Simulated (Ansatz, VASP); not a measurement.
**Zr2C3: VASP beside Ansatz**

The input INCAR:

```
SYSTEM = Zr2C3
PREC = Accurate
ENCUT = 600
EDIFF = 1E-7
ISMEAR = 0
SIGMA = 0.1
LREAL = .False.
LASPH = .True.
NELM = 120
ALGO = Normal
ISIF = 3
LWAVE = .False.
LCHARG = .False.
GGA = PE
IBRION = 2
NSW = 90
EDIFFG = -0.04
GGA_COMPAT = .False.
NELMIN = 4
```

File KPOINTS:

```
Automatic mesh
0
Gamma
  4 4 4
  0 0 0
```

The input POSCAR:

```
Zr2C3
1.0
    3.8310019600      0.0000000000      0.0000000000
    0.0000000000      3.8310019600      0.0000000000
    0.0000000000      0.0000000000      5.4178549300
Zr C
2 3
Direct
    0.5000000000      0.0000000000      0.7500000000
    0.0000000000      0.5000000000      0.2500000000
    0.0000000000      0.0000000000      0.0000000000
    0.5000000000      0.5000000000      0.5000000000
    0.0000000000      0.0000000000      0.5000000000
```

Input for Ansatz:

```yaml
crystal:
  lattice:
    - [3.83100196, 0.0, 0.0]
    - [0.0, 3.83100196, 0.0]
    - [0.0, 0.0, 5.41785493]
  atoms:
    - { symbol: Zr, position: [0.5, 0.0, 0.75] }
    - { symbol: Zr, position: [0.0, 0.5, 0.25] }
    - { symbol: C, position: [0.0, 0.0, 0.0] }
    - { symbol: C, position: [0.5, 0.5, 0.5] }
    - { symbol: C, position: [0.0, 0.0, 0.5] }
basis:
  ecutwfc: 420
kpoints:
  mp_grid: { grid: [4, 4, 4] }
hamiltonian:
  xc: pbe
scf:
  occupations: { method: gaussian, width: 0.1 }
  lower_state_search: "off"
output:
  forces: true
  stress: true
  eigenvalues: true
relax:
  adjacent_minimum: "off"
  f_tol: 0.04
  max_steps: 70
  cell: { stress_tol: 0.4 }
```

Change from the starting cell: ordered vacancies on the anion sites of fluorite (P-4m2, No. 115).

Alike in both runs: task relaxation of cell and atoms; functional PBE; k mesh 4 × 4 × 4; occupations gaussian, width 0.1 eV; no spin polarisation.

```csv
,VASP,Ansatz
version,VASP 6.6.1,Ansatz 0.2.0
potentials or method,"VASP PAW PBE potentials, release 64 (Zr_sv, C), cutoff 600 eV","scalar-relativistic, plane waves, PAW"
valence electrons in the cell,36,36
```

Ansatz gave:

| Property | Result |
| --- | --- |
| gap on the k mesh at the Fermi level, each at its own relaxed structure (eV) | none |
| relaxed volume (Å³/atom) | 12.19 |
| relaxed cell length with the largest relative difference (Å) | 3.100 |

Q: Which values does VASP return?

A: gap on the k mesh at the Fermi level, each at its own relaxed structure (eV): none; relaxed volume (Å³/atom): 12.18; relaxed cell length with the largest relative difference (Å): 3.098.

A gap of «none» marks a metal or a gap that the smearing closes.

The k mesh is coarse, so the values compare programs but aren't converged. Noted on VASP's run: the volume moved by over 15 % at a fixed basis, so the end points are rough.
